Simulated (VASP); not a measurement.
# SnO2 (Pbcn) in VASP: further runs

The runs below take SnO2 through single point, with PBE.

Program: VASP 6.6.1. These are calculated values, not measurements. Logs are shortened: lines on timing, memory, paths and dates and some standing lists are left out, and cuts for length are marked.

**1. The cell of the first run**

The structure is orthorhombic, space group Pbcn (No. 60). The conventional cell has a = 4.882 Å, b = 6.055 Å, c = 5.407 Å, α = 90.00°, β = 90.00°, γ = 90.00°. Sn (site symmetry 2) has 6 O at 2.12 to 2.20 Å within 2.8 Å. O (site symmetry 1) has 3 Sn at 2.12 to 2.20 Å and 1 O at 2.73 Å within 2.8 Å.

**2. Single point, PBE (13.32 Å³/atom)**

Contents of INCAR:

```
SYSTEM = SnO2
PREC     = Accurate       ! precision mode
ENCUT    = 520            ! plane-wave cutoff, eV
EDIFF    = 1E-6           ! SCF threshold, eV
ISMEAR   = 0              ! smearing method
SIGMA    = 0.05           ! smearing width, eV
LREAL    = .FALSE.        ! projectors in reciprocal space
LASPH    = .TRUE.         ! aspherical terms in the spheres
NELM     = 100            ! most SCF steps
ALGO     = Normal         ! electronic algorithm
ISIF     = 2              ! what is computed and relaxed
LWAVE    = .FALSE.        ! write WAVECAR
LCHARG   = .FALSE.        ! write CHGCAR
GGA      = PE             ! functional
NBANDS   = 64             ! bands
```

Contents of KPOINTS:

```
regular mesh
0
G
  6 6 6
  0 0 0
```

Contents of POSCAR:

```
SnO2
1.0
    4.8822001318      0.0000000000      0.0000000000
    0.0000000000      6.0551977245      0.0000000000
    0.0000000000      0.0000000000      5.4072215866
Sn O
4 8
Direct
    0.5000000000      0.6651654903      0.7500000000
    0.0000000000      0.8348345097      0.2500000000
    0.5000000000      0.3348345097      0.2500000000
    0.0000000000      0.1651654903      0.7500000000
    0.7301204269      0.6070551965      0.0781681516
    0.2301204269      0.8929448035      0.9218318484
    0.7698795731      0.8929448035      0.5781681516
    0.2698795731      0.6070551965      0.4218318484
    0.7301204269      0.3929448035      0.5781681516
    0.2301204269      0.1070551965      0.4218318484
    0.7698795731      0.1070551965      0.0781681516
    0.2698795731      0.3929448035      0.9218318484
```

Potentials or basis: VASP PAW PBE potentials, release 64 (Sn_d, O).

Launch:

```sh
cat potpaw_PBE.64/Sn_d/POTCAR potpaw_PBE.64/O/POTCAR > POTCAR
mpirun -np 1 vasp_std > vasp.out
```

OUTCAR:

```text
SYSTEM = SnO2
   PREC = Accurate
   ENCUT = 520
   EDIFF = 1E-6
   ISMEAR = 0
   LREAL = .FALSE.
   LASPH = .TRUE.
   NELM = 100
   ISIF = 2
   GGA = PE

 ion  position               nearest neighbor table
   1  0.500  0.665  0.750-   6 2.12   7 2.12   5 2.13   8 2.13   9 2.20  12 2.20   3 3.36   3 3.36

   2  0.000  0.835  0.250-   5 2.12   8 2.12   7 2.13   6 2.13  10 2.20  11 2.20   4 3.36   4 3.36

   3  0.500  0.335  0.250-  10 2.12  11 2.12   9 2.13  12 2.13   5 2.20   8 2.20   1 3.36   1 3.36

   4  0.000  0.165  0.750-   9 2.12  12 2.12  11 2.13  10 2.13   6 2.20   7 2.20   2 3.36   2 3.36

   5  0.730  0.607  0.078-   2 2.12   1 2.13   3 2.20
   6  0.230  0.893  0.922-   1 2.12   2 2.13   4 2.20
   7  0.770  0.893  0.578-   1 2.12   2 2.13   4 2.20
   8  0.270  0.607  0.422-   2 2.12   1 2.13   3 2.20
   9  0.730  0.393  0.578-   4 2.12   3 2.13   1 2.20
  10  0.230  0.107  0.422-   3 2.12   4 2.13   2 2.20
  11  0.770  0.107  0.078-   3 2.12   4 2.13   2 2.20
  12  0.270  0.393  0.922-   4 2.12   3 2.13   1 2.20

  LATTYP: Found a simple orthorhombic cell.
 ALAT       =     4.8822001318
 B/A-ratio  =     1.1075378806
 C/A-ratio  =     1.2402600387

  Lattice vectors:

 A1 = (  -4.8822001318,   0.0000000000,   0.0000000000)
 A2 = (   0.0000000000,   0.0000000000,   5.4072215866)
 A3 = (   0.0000000000,   6.0551977245,   0.0000000000)

Analysis of symmetry for initial positions (statically):
=====================================================================
 Subroutine PRICEL returns:
 Original cell was already a primitive cell.

 Routine SETGRP: Setting up the symmetry group for a
 simple orthorhombic supercell.

 Subroutine GETGRP returns: Found  8 space group operations
 (whereof  2 operations were pure point group operations)
 out of a pool of  8 trial point group operations.

The static configuration has the point symmetry S_2 .
 The point group associated with its full space group is D_2h.

Analysis of symmetry for dynamics (positions and initial velocities):
=====================================================================
 Subroutine PRICEL returns:
 Original cell was already a primitive cell.

 Routine SETGRP: Setting up the symmetry group for a
 simple orthorhombic supercell.

 Subroutine GETGRP returns: Found  8 space group operations
 (whereof  2 operations were pure point group operations)
 out of a pool of  8 trial point group operations.

The dynamic configuration has the point symmetry S_2 .
 The point group associated with its full space group is D_2h.
[... 131 lines left out ...]
   NUPDOWN=      -1.0000    fix difference up-down
   EMIN   =  10.00;   EMAX   =-10.00  energy-range for DOS
   EFERMI =   0.00;   METHOD = LEGACY
   ISMEAR =     0;   SIGMA  =   0.05  broadening in eV -4-tet -1-fermi 0-gaus
   EFERMI_NEDOS =   21; number of points for ismear=-14 and -15
   IALGO  =     38    algorithm
   IMIX   =      4    mixing-type and parameters
     AMIX     =   0.40;   BMIX     =  1.00
     AMIX_MAG =   1.60;   BMIX_MAG =  1.00
  volume/ion in A,a.u.               =      13.32        89.89
  Fermi-wavevector in a.u.,A,eV,Ry     =   1.418556  2.680683 27.379032  2.012302
  Thomas-Fermi vector in A             =   2.539669
   LORBIT       =      0    0 simple, 1 ext, 2 COOP (PROOUT), +10 PAW based schemes
   GGA     = PE    functional components
   LHFCALC =     F    Hartree Fock is set to
   AEXX    =    0.0000 exact exchange contribution
   IVDW    =     0    specifies the selected vdW correction
   LEPSILON=     F    determine dielectric tensor
   LRPA    =     F    only Hartree local field effects (RPA)
 non-spin polarized calculation
 Gauss-broadening in eV      SIGMA  =   0.05
  energy-cutoff  :      520.00
  volume of cell :      159.85
 maximum number of plane-waves:      4336
   NGX = 19   NGY = 23   NGZ = 21

 number of electron     104.0000042 magnetization

 Free energy of the ion-electron system (eV)
  ---------------------------------------------------
  ext. energy  EPLUGINS =         0.00000000
  ---------------------------------------------------
  free energy    TOTEN  =       -73.98635096 eV

  energy without entropy =      -73.98635077  energy(sigma->0) =      -73.98635087

 E-fermi :   4.7571     XC(G=0): -10.7168

 val. band max:        4.6045904324   @ k =   0.3333   0.0000   0.0000
 cond. band min:       4.8924857087   @ k =   0.0000   0.0000   0.0000
 fundamental gap:      0.2878952763
 Fermi energy:         4.7570964622

 k-point     1 :       0.0000    0.0000    0.0000
  band No.  band energies     occupation
      1     -15.9871      2.00000
      2     -15.8747      2.00000
      3     -15.8201      2.00000
      4     -15.6509      2.00000
      5     -15.5718      2.00000
      6     -15.4742      2.00000
[... 1597 lines left out ...]
     63      14.4025      0.00000
     64      14.4033      0.00000

 [... further k-points ...]

------------------------ aborting loop because EDIFF is reached ----------------------------------------

  FORCE on cell =-STRESS in cart. coord.  units (eV):
  Direction    XX          YY          ZZ          XY          YZ          ZX
  --------------------------------------------------------------------------------------
  -------------------------------------------------------------------------------------
  Total       -9.8777674    -12.3502936    -10.8724559      0.0000000      0.0000000     -0.0000000
  in kB      -99.0036717   -123.7855038   -108.9733155      0.0000000      0.0000000     -0.0000000
  external PRESSURE =    -110.5874970 kB  Pullay stress =       0.0000000 kB

 VOLUME and BASIS-vectors are now :
 -----------------------------------------------------------------------------
  energy-cutoff  :      520.00
  volume of cell :      159.85
      direct lattice vectors                 reciprocal lattice vectors
     4.882200132  0.000000000  0.000000000     0.204825688  0.000000000  0.000000000
     0.000000000  6.055197725  0.000000000     0.000000000  0.165147373  0.000000000
     0.000000000  0.000000000  5.407221587     0.000000000  0.000000000  0.184937862

 POSITION                                       TOTAL-FORCE (eV/Angst)
 -----------------------------------------------------------------------------------
      2.44110      4.02771      4.05542        -0.000000     -0.164074      0.000000
      0.00000      5.05509      1.35181        -0.000000      0.164074      0.000000
      2.44110      2.02749      1.35181        -0.000000      0.164074      0.000000
      0.00000      1.00011      4.05542        -0.000000     -0.164074      0.000000
      3.56459      3.67584      0.42267        -0.123493      0.094016     -0.015306
      1.12349      5.40696      4.98455        -0.123493     -0.094016      0.015306
      3.75871      5.40696      3.12628         0.123493     -0.094016     -0.015306
      1.31761      3.67584      2.28094         0.123493      0.094016      0.015306
      3.56459      2.37936      3.12628        -0.123493     -0.094016     -0.015306
      1.12349      0.64824      2.28094        -0.123493      0.094016      0.015306
      3.75871      0.64824      0.42267         0.123493      0.094016     -0.015306
      1.31761      2.37936      4.98455         0.123493     -0.094016      0.015306
 -----------------------------------------------------------------------------------
    total drift:                                0.000000      0.000000     -0.000000

  FREE ENERGIE OF THE ION-ELECTRON SYSTEM (eV)
  ---------------------------------------------------
  free  energy   TOTEN  =       -73.9863509599 eV

  energy  without entropy=      -73.9863507738  energy(sigma->0) =      -73.98635087
```

OSZICAR:

```text
N       E                     dE             d eps       ncg     rms          rms(c)
DAV:   1     0.156560057737E+04    0.15656E+04   -0.48870E+04  9448   0.250E+03
DAV:   2     0.251767642898E+03   -0.13138E+04   -0.12471E+04  8600   0.777E+02
DAV:   3    -0.587189814831E+02   -0.31049E+03   -0.30215E+03  9000   0.273E+02
DAV:   4    -0.852015216246E+02   -0.26483E+02   -0.26178E+02 10216   0.878E+01
DAV:   5    -0.860004716022E+02   -0.79895E+00   -0.79613E+00  9584   0.160E+01    0.211E+01
DAV:   6    -0.738170391032E+02    0.12183E+02   -0.44720E+01 13120   0.721E+01    0.764E+00
DAV:   7    -0.740618256600E+02   -0.24479E+00   -0.49621E+00  9216   0.919E+00    0.453E+00
DAV:   8    -0.740280673198E+02    0.33758E-01   -0.83905E-01 11472   0.506E+00    0.134E+00
DAV:   9    -0.739839273901E+02    0.44140E-01   -0.21051E-01 12408   0.384E+00    0.212E-01
DAV:  10    -0.739861548005E+02   -0.22274E-02   -0.16134E-02 11168   0.920E-01    0.107E-01
DAV:  11    -0.739863530827E+02   -0.19828E-03   -0.16038E-03 12408   0.275E-01    0.455E-02
DAV:  12    -0.739863559853E+02   -0.29026E-05   -0.12282E-04 10744   0.725E-02    0.252E-02
DAV:  13    -0.739863510368E+02    0.49485E-05   -0.35102E-05  9896   0.272E-02    0.241E-03
DAV:  14    -0.739863509599E+02    0.76896E-07   -0.18578E-06  6344   0.870E-03
   1 F= -.73986351E+02 E0= -.73986351E+02  d E =-.186132E-06
```

stdout:

```text
POSCAR found type information on POSCAR SnO
 POSCAR found :  2 types and      12 ions
 scaLAPACK will be used
 LDA part: xc-table for (Slater+PW92), standard interpolation
 POSCAR, INCAR and KPOINTS ok, starting setup
 FFT: planning ... GRIDC
 FFT: planning ... GRID_SOFT
 FFT: planning ... GRID
 WAVECAR not read
 entering main loop
```

It took 7.2 min on 1 thread of Intel Xeon 6975P-C (Granite Rapids), shared host; peak memory 0.54 GiB.

Results:

- Free energy: -73.9864 eV
- Pressure: -11.1 GPa
- Largest force: 0.164 eV/Å
- Band gap on the k mesh: 0.29 eV

Forces in eV/Å, atoms in the order of the input:
```
Sn   0.000 -0.164  0.000
Sn   0.000  0.164  0.000
Sn   0.000  0.164  0.000
Sn   0.000 -0.164  0.000
O   -0.123  0.094 -0.015
O   -0.123 -0.094  0.015
O    0.123 -0.094 -0.015
O    0.123  0.094  0.015
O   -0.123 -0.094 -0.015
O   -0.123  0.094  0.015
O    0.123  0.094 -0.015
O    0.123 -0.094  0.015
```

Stress tensor (GPa, compression positive):
```
 -9.90   0.00   0.00
  0.00 -12.38   0.00
  0.00   0.00 -10.90
```

Levels at points of the mesh, in eV from the valence-band top:
```csv
k point,band 48,band 49,band 50,band 51,band 52,band 53,band 54,band 55,band 56,band 57
"(0.00, 0.00, 0.00)",-0.59,-0.56,-0.17,-0.03,0.00,0.29,4.97,5.02,5.85,6.13
"(0.50, 0.00, 0.00)",-0.82,-0.21,-0.21,-0.03,-0.03,3.43,3.43,4.22,4.22,7.68
"(0.00, 0.50, 0.00)",-0.95,-0.76,-0.76,-0.03,-0.03,2.97,2.97,5.62,5.62,7.89
"(0.50, 0.50, 0.00)",-0.57,-0.51,-0.51,-0.10,-0.10,3.81,3.81,4.92,4.92,7.73
"(0.00, 0.00, 0.50)",-0.70,-0.20,-0.20,-0.15,-0.15,3.33,3.33,5.10,5.10,6.98
"(0.50, 0.00, 0.50)",-0.79,-0.19,-0.19,-0.19,-0.19,3.89,3.89,3.89,3.89,7.52
"(0.00, 0.50, 0.50)",-1.05,-0.23,-0.23,-0.23,-0.23,4.36,4.36,4.36,4.36,7.95
"(0.50, 0.50, 0.50)",-1.00,-0.25,-0.25,-0.25,-0.25,4.26,4.26,4.26,4.26,7.78
```

Caveat: the cell stands under tension; spin-orbit coupling is left out, which moves the levels of the heavy elements.

**3. Single point, PBE (10.85 Å³/atom)**

This run uses another cell than the first one, of 10.85 Å³/atom.

Contents of INCAR:

```
SYSTEM = SnO2
  ALGO = Normal
  EDIFF = 1E-6
  ENCUT = 520
  GGA = PE
  ISIF = 2
  ISMEAR = 0
  LASPH = .True.
  LCHARG = .False.
  LREAL = .False.
  LWAVE = .False.
  NBANDS = 64
  NELM = 60
  PREC = Accurate
  SIGMA = 0.05
```

Contents of KPOINTS:

```
k-points
0
Gamma
  6 6 6
  0 0 0
```

POSCAR: that of step 2 with these lines changed.

```diff
@@ -2,5 +2,5 @@
 1.0
-    4.8822001318      0.0000000000      0.0000000000
-    0.0000000000      6.0551977245      0.0000000000
-    0.0000000000      0.0000000000      5.4072215866
+    4.5600181831      0.0000000000      0.0000000000
+    0.0000000000      5.6556083283      0.0000000000
+    0.0000000000      0.0000000000      5.0503928739
 Sn O
```

Potentials or basis: VASP PAW PBE potentials, release 64 (Sn_d, O).

Launch:

```sh
cat potpaw_PBE.64/Sn_d/POTCAR potpaw_PBE.64/O/POTCAR > POTCAR
mpirun -np 1 vasp_std > vasp.out
```

It took 8.1 min on 1 thread of Intel Xeon Platinum 8259CL at 2.50GHz (Skylake/Cascade Lake), shared host; peak memory 0.48 GiB.

The run converged. Its results:

```yaml
Free_energy: -72.6911 eV
Pressure: 33.0 GPa
Largest_force: 0.617 eV/Å
Band_gap_on_the_k_mesh: 2.51 eV
```

Forces in eV/Å, atoms in the order of the input:
```
Sn   0.000  0.407  0.000
Sn   0.000 -0.407  0.000
Sn   0.000 -0.407  0.000
Sn   0.000  0.407  0.000
O    0.556 -0.182  0.196
O    0.556  0.182 -0.196
O   -0.556  0.182  0.196
O   -0.556 -0.182 -0.196
O    0.556  0.182  0.196
O    0.556 -0.182 -0.196
O   -0.556 -0.182  0.196
O   -0.556  0.182 -0.196
```

Stress tensor (GPa, compression positive):
```
32.28  0.00  0.00
 0.00 29.17  0.00
 0.00  0.00 37.66
```

Levels at points of the mesh, in eV from the valence-band top:
| k point | band 50 | band 51 | band 52 | band 53 | band 54 | band 55 |
| --- | --- | --- | --- | --- | --- | --- |
| (0.00, 0.00, 0.00) | -0.21 | -0.08 | 0.00 | 2.51 | 7.36 | 7.38 |
| (0.50, 0.00, 0.00) | -0.32 | -0.05 | -0.05 | 5.61 | 5.61 | 6.36 |
| (0.00, 0.50, 0.00) | -0.89 | -0.06 | -0.06 | 5.17 | 5.17 | 8.07 |
| (0.50, 0.50, 0.00) | -0.49 | -0.16 | -0.16 | 6.12 | 6.12 | 7.23 |
| (0.00, 0.00, 0.50) | -0.19 | -0.18 | -0.18 | 5.58 | 5.58 | 7.26 |
| (0.50, 0.00, 0.50) | -0.27 | -0.27 | -0.27 | 6.06 | 6.06 | 6.06 |
| (0.00, 0.50, 0.50) | -0.29 | -0.29 | -0.29 | 6.69 | 6.69 | 6.69 |
| (0.50, 0.50, 0.50) | -0.35 | -0.35 | -0.35 | 6.54 | 6.54 | 6.54 |

Caveat: the cell stands under pressure; spin-orbit coupling is left out, which moves the levels of the heavy elements. A k mesh can miss the band edges.

**4. Single point, PBE (13.81 Å³/atom)**

This run uses another cell than the first one, of 13.81 Å³/atom.

Contents of INCAR:

```
PREC = Accurate
ENCUT = 520
EDIFF = 1E-6
ISMEAR = 0
SIGMA = 0.05
LREAL = False
LASPH = True
NELM = 80
ALGO = Normal
ISIF = 2
LWAVE = False
LCHARG = False
GGA = PE
NBANDS = 64
```

Contents of KPOINTS:

```
regular mesh
0
Gamma
  6 6 6
```

POSCAR: that of step 3 with these lines changed.

```diff
@@ -2,5 +2,5 @@
 1.0
-    4.5600181831      0.0000000000      0.0000000000
-    0.0000000000      5.6556083283      0.0000000000
-    0.0000000000      0.0000000000      5.0503928739
+    4.9747534166      0.0000000000      0.0000000000
+    0.0000000000      6.0478218635      0.0000000000
+    0.0000000000      0.0000000000      5.5097278554
 Sn O
```

Launch:

```sh
cat potpaw_PBE.64/Sn_d/POTCAR potpaw_PBE.64/O/POTCAR > POTCAR
mpirun -np 1 vasp_std > vasp.out
```

Wall time 5.3 min (1 thread of AMD EPYC 9R45 (Zen 5), shared host); peak memory 0.56 GiB.

The run converged. Its results:

```
Free energy   : -73.5126 eV
Pressure      : -15.2 GPa
Largest force : 0.254 eV/Å
```

Forces in eV/Å, atoms in the order of the input:
```
Sn   0.000 -0.229  0.000
Sn   0.000  0.229  0.000
Sn   0.000  0.229  0.000
Sn   0.000 -0.229  0.000
O   -0.236  0.084 -0.042
O   -0.236 -0.084  0.042
O    0.236 -0.084 -0.042
O    0.236  0.084  0.042
O   -0.236 -0.084 -0.042
O   -0.236  0.084  0.042
O    0.236  0.084 -0.042
O    0.236 -0.084  0.042
```

Stress tensor (GPa, compression positive):
```
-14.61   0.00   0.00
  0.00 -14.62   0.00
  0.00   0.00 -16.32
```

Levels at points of the mesh, in eV from the Fermi level:
| k point | band 48 | band 49 | band 50 | band 51 | band 52 | band 53 | band 54 | band 55 | band 56 | band 57 |
| --- | --- | --- | --- | --- | --- | --- | --- | --- | --- | --- |
| (0.00, 0.00, 0.00) | -0.71 | -0.55 | -0.18 | -0.13 | -0.06 | -0.04 | 4.51 | 4.61 | 5.41 | 5.87 |
| (0.50, 0.00, 0.00) | -0.84 | -0.25 | -0.25 | -0.08 | -0.08 | 3.04 | 3.04 | 3.79 | 3.79 | 7.31 |
| (0.00, 0.50, 0.00) | -0.97 | -0.80 | -0.80 | -0.11 | -0.11 | 2.59 | 2.59 | 5.18 | 5.18 | 7.56 |
| (0.50, 0.50, 0.00) | -0.60 | -0.58 | -0.58 | -0.18 | -0.18 | 3.40 | 3.40 | 4.48 | 4.48 | 7.35 |
| (0.00, 0.00, 0.50) | -0.68 | -0.24 | -0.24 | -0.22 | -0.22 | 2.92 | 2.92 | 4.67 | 4.67 | 6.60 |
| (0.50, 0.00, 0.50) | -0.82 | -0.22 | -0.22 | -0.22 | -0.22 | 3.49 | 3.49 | 3.49 | 3.49 | 7.24 |
| (0.00, 0.50, 0.50) | -1.08 | -0.30 | -0.30 | -0.30 | -0.30 | 3.93 | 3.93 | 3.93 | 3.93 | 7.56 |
| (0.50, 0.50, 0.50) | -1.06 | -0.32 | -0.32 | -0.32 | -0.32 | 3.86 | 3.86 | 3.86 | 3.86 | 7.45 |

Caveat: the cell stands under tension; spin-orbit coupling is left out, which moves the levels of the heavy elements.

[end of part 1 of 2]
